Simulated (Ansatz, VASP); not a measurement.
**CaAlO4: VASP beside Ansatz**

INCAR

```
PREC = Accurate
ENCUT = 600
EDIFF = 1E-7
ISMEAR = 0
SIGMA = 0.1
LREAL = F
LASPH = T
NELM = 150
ALGO = Normal
ISIF = 3
LWAVE = F
LCHARG = F
ISPIN = 2
MAGMOM = 0 0 1 1 1 1
LORBIT = 11
GGA = PE
IBRION = 2
NSW = 90
EDIFFG = -0.04
```

File KPOINTS:

```
Automatic mesh
0
Gamma
  6 6 4
```

Contents of POSCAR:

```
CaAlO4
1.0
    3.5624075900      0.0000000000      0.0000000000
    0.0000000000      3.5624075900      0.0000000000
    0.0000000000      0.0000000000      5.3815294100
Ca Al O
1 1 4
Direct
    0.0000000000      0.0000000000      0.0000000000
    0.5000000000      0.5000000000      0.5000000000
    0.5000000000      0.0000000000      0.7163936500
    0.0000000000      0.5000000000      0.2836063500
    0.5000000000      0.0000000000      0.2836063500
    0.0000000000      0.5000000000      0.7163936500
```

Input for Ansatz:

```yaml
crystal:
  lattice:
    - [3.56240759, 0.0, 0.0]
    - [0.0, 3.56240759, 0.0]
    - [0.0, 0.0, 5.38152941]
  atoms:
    - { symbol: Ca, position: [0.0, 0.0, 0.0] }
    - { symbol: Al, position: [0.5, 0.5, 0.5] }
    - { symbol: O, position: [0.5, 0.0, 0.71639365], spin: 1.0 }
    - { symbol: O, position: [0.0, 0.5, 0.28360635], spin: 1.0 }
    - { symbol: O, position: [0.5, 0.0, 0.28360635], spin: 1.0 }
    - { symbol: O, position: [0.0, 0.5, 0.71639365], spin: 1.0 }
basis:
  ecutwfc: 420
kpoints:
  mp_grid: { grid: [6, 6, 4] }
hamiltonian:
  xc: pbe
scf:
  occupations: { method: gaussian, width: 0.1 }
  lower_state_search: "off"
output:
  forces: true
  stress: true
  eigenvalues: true
  populations: true
magnetization:
  spin_polarized: true
relax:
  adjacent_minimum: "off"
  f_tol: 0.04
  max_steps: 70
  cell: { stress_tol: 0.4 }
```

Change from the starting cell: species swapped into the KLaF4 type (P4/mmm, No. 123).

Alike in both runs: task relaxation of cell and atoms; functional PBE; k mesh 6 × 6 × 4; occupations gaussian, width 0.1 eV; collinear spin.

|  | VASP | Ansatz |
| --- | --- | --- |
| version | VASP 6.6.1 | Ansatz 0.2.0 |
| potentials or method | VASP PAW PBE potentials, release 64 (Ca_sv, Al, O), cutoff 600 eV | scalar-relativistic, plane waves, PAW |
| valence electrons in the cell | 37 | 37 |

Ansatz gave:

| Quantity | Value |
| --- | --- |
| gap on the k mesh at the Fermi level, each at its own relaxed structure (eV) | none |
| net moment per atom (μB) | 0.11 |
| size of the moment on the site where the two differ most (μB) | 0.16 |
| relaxed volume (Å³/atom) | 10.73 |
| relaxed length of the cell vector where the two differ most in proportion (Å) | 5.811 |

Q: Estimate VASP's values.

A: gap on the k mesh at the Fermi level, each at its own relaxed structure (eV): none; net moment per atom (μB): 0.50; size of the moment on the site where the two differ most (μB): 0.64; relaxed volume (Å³/atom): 11.15; relaxed length of the cell vector where the two differ most in proportion (Å): 5.087.

The net moments are unlike, so the other rows may belong to different states. Site moments also hang on the region over which each program counts them. A gap of «none» marks a metal or a gap that the smearing closes.
